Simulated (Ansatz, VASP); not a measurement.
# SnSe in VASP and in Ansatz

```xyz
8
Lattice="7.8378 0.0000 0.0000 0.0000 7.8378 0.0000 0.0000 0.0000 7.8378" Properties=species:S:1:pos:R:3 pbc="T T T"
Sn    6.8580    6.8580    6.8580
Sn    4.8986    0.9797    2.9392
Sn    0.9797    2.9392    4.8986
Sn    2.9392    4.8986    0.9797
Se    2.9392    2.9392    2.9392
Se    0.9797    4.8986    6.8580
Se    4.8986    6.8580    0.9797
Se    6.8580    0.9797    4.8986
```

Alike in both runs: functional PBE; k mesh 4 × 4 × 4; occupations gaussian, width 0.1 eV; no spin polarisation.

Ansatz relaxed the structure, and its values are those at the end. VASP's run is a single point on that final structure, the one shown.

|  | VASP | Ansatz |
| --- | --- | --- |
| version | VASP 6.6.1 | Ansatz 0.2.0 |
| potentials or method | VASP PAW PBE potentials, release 64 (Sn_d, Se), cutoff 520 eV | scalar-relativistic, plane waves, PAW |
| valence electrons in the cell | 80 | 120 |

VASP gave:

```
gap on the k mesh at the Fermi level (eV) : 0.17
least direct gap on the mesh (eV)         : 0.18
pressure (GPa)                            : 0.0
```

**Question.** What did Ansatz give for the same quantities?

**Answer.** gap on the k mesh at the Fermi level (eV): 0.17; least direct gap on the mesh (eV): 0.19; pressure (GPa): 0.0.

With one functional, cell and mesh, what is left measures potentials, basis and numerics. VASP's potentials hold 80 valence electrons a cell and Ansatz's 120, so a difference there can come from the potentials and not from the codes.
